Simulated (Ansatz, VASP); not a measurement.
**One calculation of GaN, two programs**

```
CELL_PARAMETERS angstrom
2.27424 -2.27424 0.00000
2.27424 0.00000 -2.27424
4.54848 4.54848 4.54848
ATOMIC_POSITIONS crystal
Ga 0.00000 0.00000 0.00000
Ga 0.33333 0.33333 0.66667
Ga 0.66667 0.66667 0.33333
N 0.66667 0.66667 0.08333
N 0.00000 0.00000 0.75000
N 0.33333 0.33333 0.41667
```

Alike in both runs: task single point; functional PBE; k mesh 10 × 10 × 4; occupations gaussian, width 0.05 eV; no spin polarisation.

```csv
,VASP,Ansatz
version,VASP 6.6.1,Ansatz 0.2.0
potentials or method,"VASP PAW PBE potentials, release 64 (Ga_d, N), cutoff 520 eV","scalar-relativistic, plane waves, PAW"
valence electrons in the cell,54,54
```

```tsv
	VASP	Ansatz	Ansatz less VASP
gap on the k mesh at the Fermi level (eV)	1.55	1.54	-0.006
least direct gap on the mesh (eV)	1.55	1.54	-0.006
pressure (GPa)	0.1	0.0	-0.10
```
